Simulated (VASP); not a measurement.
# Sr4La (Im-3m) in VASP: single point with PBE

Aim: the single point of Sr4La with PBE.

Everything below comes from runs of VASP 6.6.1. Logs are shortened: lines on timing, memory, paths and dates and some standing lists are left out, and cuts for length are marked.

### Step 1. The cell of the first run

The structure is cubic, space group Im-3m (No. 229). Conventional cell: a = 6.700 Å, b = 6.700 Å, c = 6.700 Å, α = 90.00°, β = 90.00°, γ = 90.00°. Sr (site symmetry -3m) has 2 La at 2.90 Å and 6 Sr at 3.35 Å within 3.8 Å. La (site symmetry m-3m) has 8 Sr at 2.90 Å within 3.8 Å.

### Step 2. Single point, PBE

Contents of INCAR:

```
PREC     = Accurate       # precision mode
ENCUT    = 520            # plane-wave cutoff, eV
EDIFF    = 1E-6           # SCF threshold, eV
ISMEAR   = 0              # smearing method
SIGMA    = 0.1            # smearing width, eV
LREAL    = False          # projectors in reciprocal space
LASPH    = True           # aspherical terms in the spheres
NELM     = 60             # most SCF steps
ALGO     = Normal         # electronic algorithm
ISIF     = 2              # what is computed and relaxed
LWAVE    = False          # write WAVECAR
LCHARG   = True           # write CHGCAR
GGA      = PE             # functional
LELF     = True           # ELF
LVHAR    = True         
NBANDS   = 34             # bands
```

Contents of KPOINTS:

```
Automatic mesh
0
Gamma
  4 4 4
```

Contents of POSCAR:

```
Sr4La
1.0
   -3.3498782800      3.3498782800      3.3498782800
    3.3498782800     -3.3498782800      3.3498782800
    3.3498782800      3.3498782800     -3.3498782800
Sr La
4 1
Direct
    0.5000000000      0.5000000000      0.5000000000
    0.0000000000      0.0000000000      0.5000000000
    0.0000000000      0.5000000000      0.0000000000
    0.5000000000      0.0000000000      0.0000000000
    0.0000000000      0.0000000000      0.0000000000
```

Potentials or basis: VASP PAW PBE potentials, release 64 (Sr_sv, La).

Launch:

```console
> cat potpaw_PBE.64/Sr_sv/POTCAR potpaw_PBE.64/La/POTCAR > POTCAR
> mpirun -np 1 vasp_std > vasp.out
```

OUTCAR:

```text
PREC = Accurate
   ENCUT = 520
   EDIFF = 1E-6
   ISMEAR = 0
   LREAL = False
   LASPH = True
   NELM = 60
   ISIF = 2
   GGA = PE

 ion  position               nearest neighbor table
   1  0.500  0.500  0.500-   5 2.90   5 2.90   4 3.35   2 3.35   4 3.35   3 3.35   2 3.35   3 3.35
                             4 4.74   2 4.74   4 4.74   3 4.74   2 4.74   3 4.74   2 4.74   4 4.74
   2  0.000  0.000  0.500-   5 2.90   5 2.90   4 3.35   1 3.35   3 3.35   3 3.35   4 3.35   1 3.35
                             4 4.74   4 4.74   1 4.74   3 4.74   1 4.74   1 4.74   4 4.74   3 4.74
   3  0.000  0.500  0.000-   5 2.90   5 2.90   4 3.35   1 3.35   2 3.35   2 3.35   1 3.35   4 3.35
                             2 4.74   2 4.74   4 4.74   1 4.74   4 4.74   1 4.74   4 4.74   2 4.74
   4  0.500  0.000  0.000-   5 2.90   5 2.90   3 3.35   1 3.35   1 3.35   2 3.35   2 3.35   3 3.35
                             2 4.74   1 4.74   3 4.74   2 4.74   2 4.74   3 4.74   3 4.74   1 4.74
   5  0.000  0.000  0.000-   1 2.90   2 2.90   3 2.90   4 2.90   2 2.90   3 2.90   4 2.90   1 2.90

  LATTYP: Found a body centered cubic cell.
 ALAT       =     6.6997565600

  Lattice vectors:

 A1 = (  -3.3498782800,   3.3498782800,   3.3498782800)
 A2 = (   3.3498782800,  -3.3498782800,   3.3498782800)
 A3 = (   3.3498782800,   3.3498782800,  -3.3498782800)

Analysis of symmetry for initial positions (statically):
=====================================================================
 Subroutine PRICEL returns:
 Original cell was already a primitive cell.

 Routine SETGRP: Setting up the symmetry group for a
 body centered cubic supercell.

 Subroutine GETGRP returns: Found 48 space group operations
 (whereof 48 operations were pure point group operations)
 out of a pool of 48 trial point group operations.

The static configuration has the point symmetry O_h .

Analysis of symmetry for dynamics (positions and initial velocities):
=====================================================================
 Subroutine PRICEL returns:
 Original cell was already a primitive cell.

 Routine SETGRP: Setting up the symmetry group for a
 body centered cubic supercell.

 Subroutine GETGRP returns: Found 48 space group operations
 (whereof 48 operations were pure point group operations)
 out of a pool of 48 trial point group operations.

The dynamic configuration has the point symmetry O_h .

 Subroutine INISYM returns: Found 48 space group operations
 (whereof 48 operations are pure point group operations),
 and found     1 'primitive' translations

----------------------------------------------------------------------------------------

                                     Primitive cell

  volume of cell :     150.3651

  direct lattice vectors                    reciprocal lattice vectors
    -3.349878280  3.349878280  3.349878280     0.000000000  0.149259155  0.149259155
     3.349878280 -3.349878280  3.349878280     0.149259155  0.000000000  0.149259155
     3.349878280  3.349878280 -3.349878280     0.149259155  0.149259155  0.000000000

  length of vectors
     5.802159380  5.802159380  5.802159380     0.211084321  0.211084321  0.211084321

  position of ions in fractional coordinates (direct lattice)
     0.500000000  0.500000000  0.500000000
     0.000000000  0.000000000  0.500000000
     0.000000000  0.500000000  0.000000000
     0.500000000  0.000000000  0.000000000
     0.000000000  0.000000000  0.000000000

  ion indices of the primitive-cell ions
   primitive index   ion index
                 1           1
                 2           2
                 3           3
                 4           4
                 5           5

----------------------------------------------------------------------------------------

 KPOINTS: Automatic mesh

Automatic generation of k-mesh.
 Grid dimensions read from file:
 generate k-points for:    4    4    4

 Generating k-lattice:

  Cartesian coordinates                     Fractional coordinates (reciprocal lattice)
     0.000000000  0.037314789  0.037314789     0.250000000  0.000000000  0.000000000
     0.037314789  0.000000000  0.037314789     0.000000000  0.250000000  0.000000000
     0.037314789  0.037314789  0.000000000     0.000000000  0.000000000  0.250000000

  Length of vectors
     0.052771080  0.052771080  0.052771080

  Shift w.r.t. Gamma in fractional coordinates (k-lattice)
     0.000000000  0.000000000  0.000000000

 Subroutine IBZKPT returns following result:
 ===========================================

 Found      8 irreducible k-points:

 Following reciprocal coordinates:
            Coordinates               Weight
  0.000000  0.000000  0.000000      1.000000
  0.250000  0.000000  0.000000     12.000000
  0.500000  0.000000  0.000000      6.000000
  0.250000  0.250000  0.000000     24.000000
  0.250000  0.250000  0.250000      2.000000
 -0.250000  0.250000  0.250000      6.000000
  0.500000  0.500000  0.250000     12.000000
  0.500000  0.500000  0.500000      1.000000
   k-points           NKPTS =      8   k-points in BZ     NKDIM =      8   number of bands    NBANDS=     34
   number of dos      NEDOS =    301   number of ions     NIONS =      5
   total plane-waves  NPLWV = 110592
   dimension x,y,z NGX =    48 NGY =   48 NGZ =   48
   dimension x,y,z NGXF=    96 NGYF=   96 NGZF=   96
   ions per type =               4   1
   NGX,Y,Z   is equivalent  to a cutoff of  13.75, 13.75, 13.75 a.u.
   NGXF,Y,Z  is equivalent  to a cutoff of  27.51, 27.51, 27.51 a.u.
 SYSTEM =  unknown system
   PREC   = accura    normal or accurate (medium, high low for compatibility)
   ISTART =      0    job   : 0-new  1-cont  2-samecut
   ICHARG =      2    charge: 1-file 2-atom 10-const
   ISPIN  =      1    spin polarized calculation?
   LNONCOLLINEAR =      F non collinear calculations
   LSORBIT =      F    spin-orbit coupling
   LASPH  =      T    aspherical Exc in radial PAW
   ENCUT  =  520.0 eV  38.22 Ry    6.18 a.u.  10.79 10.79 10.79*2*pi/ulx,y,z
   NELM   =     60;   NELMIN=  2; NELMDL= -5     # of ELM steps
   EDIFF  = 0.1E-05   stopping-criterion for ELM
   LREAL  =      F    real-space projection
   EDIFFG = 0.1E-04   stopping-criterion for IOM
   NSW    =      0    number of steps for IOM
   IBRION =     -1    ionic relax: 0-MD 1-quasi-New 2-CG
   NFREE  =      0    steps in history (QN), initial steepest desc. (CG)
   ISIF   =      2    stress and relaxation
   ISYM   =      2    0-nonsym 1-usesym 2-fastsym
   POTIM  = 0.5000    time-step for ionic-motion
   TEBEG  =    0.0;   TEEND  =   0.0 temperature during run
   PSTRESS=    0.0 pullay stress
   NELECT =      51.0000    total number of electrons
   NUPDOWN=      -1.0000    fix difference up-down
   EMIN   =  10.00;   EMAX   =-10.00  energy-range for DOS
   EFERMI =   0.00;   METHOD = LEGACY
   ISMEAR =     0;   SIGMA  =   0.10  broadening in eV -4-tet -1-fermi 0-gaus
   EFERMI_NEDOS =   21; number of points for ismear=-14 and -15
   IALGO  =     38    algorithm
   IMIX   =      4    mixing-type and parameters
     AMIX     =   0.40;   BMIX     =  1.00
     AMIX_MAG =   1.60;   BMIX_MAG =  1.00
  volume/ion in A,a.u.               =      30.07       202.94
  Fermi-wavevector in a.u.,A,eV,Ry     =   1.141693  2.157486 17.734678  1.303462
  Thomas-Fermi vector in A             =   2.278392
   LORBIT       =      0    0 simple, 1 ext, 2 COOP (PROOUT), +10 PAW based schemes
   GGA     = PE    functional components
   LHFCALC =     F    Hartree Fock is set to
   AEXX    =    0.0000 exact exchange contribution
   IVDW    =     0    specifies the selected vdW correction
   LEPSILON=     F    determine dielectric tensor
   LRPA    =     F    only Hartree local field effects (RPA)
 non-spin polarized calculation
 Gauss-broadening in eV      SIGMA  =   0.10
  energy-cutoff  :      520.00
  volume of cell :      150.37
 maximum number of plane-waves:      4124
 NGX is ok and might be reduce to    48
   NGX = 21   NGY = 21   NGZ = 21

 number of electron      50.9999999 magnetization

 Free energy of the ion-electron system (eV)
  ---------------------------------------------------
  ext. energy  EPLUGINS =         0.00000000
  ---------------------------------------------------
  free energy    TOTEN  =        -3.44100408 eV

  energy without entropy =       -3.39962055  energy(sigma->0) =       -3.42031231

 E-fermi :   5.1164     XC(G=0):  -9.5045

 val. band max:        5.0922956469   @ k =   0.2500   0.2500   0.0000
 cond. band min:       5.1306245399   @ k =   0.5000   0.5000   0.2500
 fundamental gap:      0.0383288930
 Fermi energy:         5.1163549257

 k-point     1 :       0.0000    0.0000    0.0000
  band No.  band energies     occupation
      1     -30.8659      2.00000
      2     -30.5877      2.00000
      3     -30.5877      2.00000
      4     -30.5877      2.00000
      5     -27.2769      2.00000
      6     -14.4570      2.00000
[... 26 lines left out ...]
     33       7.4561      0.00000
     34       7.4910      0.00000

 k-point     2 :       0.2500    0.0000    0.0000
  band No.  band energies     occupation
      1     -30.8192      2.00000
      2     -30.6206      2.00000
      3     -30.5902      2.00000
      4     -30.5885      2.00000
      5     -27.3165      2.00000
      6     -14.4197      2.00000
[... 26 lines left out ...]
     33       7.1236      0.00000
     34       7.3459      0.00000

 k-point     3 :       0.5000    0.0000    0.0000
  band No.  band energies     occupation
      1     -30.7299      2.00000
      2     -30.6958      2.00000
      3     -30.5927      2.00000
      4     -30.5893      2.00000
      5     -27.3560      2.00000
      6     -14.3814      2.00000
[... 26 lines left out ...]
     33       6.8606      0.00000
     34       7.0926      0.00000

 k-point     4 :       0.2500    0.2500    0.0000
  band No.  band energies     occupation
      1     -30.7453      2.00000
      2     -30.6496      2.00000
      3     -30.6422      2.00000
      4     -30.5706      2.00000
      5     -27.3560      2.00000
      6     -14.2400      2.00000
[... 26 lines left out ...]
     33       6.8708      0.00000
     34       6.9153      0.00000

 k-point     5 :       0.2500    0.2500    0.2500
  band No.  band energies     occupation
      1     -30.6816      2.00000
      2     -30.6431      2.00000
      3     -30.6431      2.00000
      4     -30.6431      2.00000
      5     -27.3541      2.00000
      6     -13.8296      2.00000
[... 26 lines left out ...]
     33       7.5105      0.00000
     34       7.6105      0.00000

 k-point     6 :      -0.2500    0.2500    0.2500
  band No.  band energies     occupation
      1     -30.7822      2.00000
      2     -30.6414      2.00000
      3     -30.6414      2.00000
      4     -30.5398      2.00000
      5     -27.3581      2.00000
      6     -14.0404      2.00000
[... 26 lines left out ...]
     33       6.7974      0.00000
     34       6.8154      0.00000

 k-point     7 :       0.5000    0.5000    0.2500
  band No.  band energies     occupation
      1     -30.7122      2.00000
      2     -30.6950      2.00000
      3     -30.6636      2.00000
      4     -30.5200      2.00000
      5     -27.3996      2.00000
      6     -13.9588      2.00000
[... 26 lines left out ...]
     33       6.4155      0.00000
     34       7.1000      0.00000

 k-point     8 :       0.5000    0.5000    0.5000
  band No.  band energies     occupation
      1     -30.6941      2.00000
      2     -30.6941      2.00000
      3     -30.6941      2.00000
      4     -30.4911      2.00000
      5     -27.4433      2.00000
      6     -13.3864      2.00000
[... 26 lines left out ...]
     33       7.2430      0.00000
     34       7.5880      0.00000

------------------------ aborting loop because EDIFF is reached ----------------------------------------

  FORCE on cell =-STRESS in cart. coord.  units (eV):
  Direction    XX          YY          ZZ          XY          YZ          ZX
  --------------------------------------------------------------------------------------
  -------------------------------------------------------------------------------------
  Total       18.1332537     18.1332537     18.1332537     -0.0000000      0.0000000     -0.0000000
  in kB      193.2142917    193.2142917    193.2142917     -0.0000000      0.0000000     -0.0000000
  external PRESSURE =     193.2142917 kB  Pullay stress =       0.0000000 kB

 VOLUME and BASIS-vectors are now :
 -----------------------------------------------------------------------------
  energy-cutoff  :      520.00
  volume of cell :      150.37
      direct lattice vectors                 reciprocal lattice vectors
    -3.349878280  3.349878280  3.349878280     0.000000000  0.149259155  0.149259155
     3.349878280 -3.349878280  3.349878280     0.149259155  0.000000000  0.149259155
     3.349878280  3.349878280 -3.349878280     0.149259155  0.149259155  0.000000000

 POSITION                                       TOTAL-FORCE (eV/Angst)
 -----------------------------------------------------------------------------------
      1.67494      1.67494      1.67494         0.000000      0.000000     -0.000000
      1.67494      1.67494     -1.67494         0.000000     -0.000000      0.000000
      1.67494     -1.67494      1.67494        -0.000000     -0.000000      0.000000
     -1.67494      1.67494      1.67494        -0.000000     -0.000000     -0.000000
      0.00000      0.00000      0.00000        -0.000000     -0.000000      0.000000
 -----------------------------------------------------------------------------------
    total drift:                                0.000000      0.000000     -0.000000

  FREE ENERGIE OF THE ION-ELECTRON SYSTEM (eV)
  ---------------------------------------------------
  free  energy   TOTEN  =        -3.4410040768 eV

  energy  without entropy=       -3.3996205466  energy(sigma->0) =       -3.42031231
```

Wall time 45 s (1 thread of Intel Xeon 6975P-C (Granite Rapids), shared host); peak memory 0.33 GiB.

What came out:

- Free energy: -3.4410 eV
- Pressure: 19.3 GPa

Levels at points of the mesh, in eV from the Fermi level:
| k point | band 22 | band 23 | band 24 | band 25 | band 26 | band 27 | band 28 | band 29 |
| --- | --- | --- | --- | --- | --- | --- | --- | --- |
| (0.00, 0.00, 0.00) | -2.65 | -2.65 | -1.30 | -1.30 | -1.30 | -0.16 | -0.16 | 0.46 |
| (0.50, 0.00, 0.00) | -1.50 | -1.48 | -0.85 | -0.54 | -0.32 | 0.68 | 0.73 | 1.38 |
| (0.50, 0.50, 0.50) | -0.42 | -0.42 | -0.40 | -0.40 | 0.23 | 0.23 | 0.23 | 0.80 |

Caveat: spin-orbit coupling is left out, which moves the levels of the heavy elements.
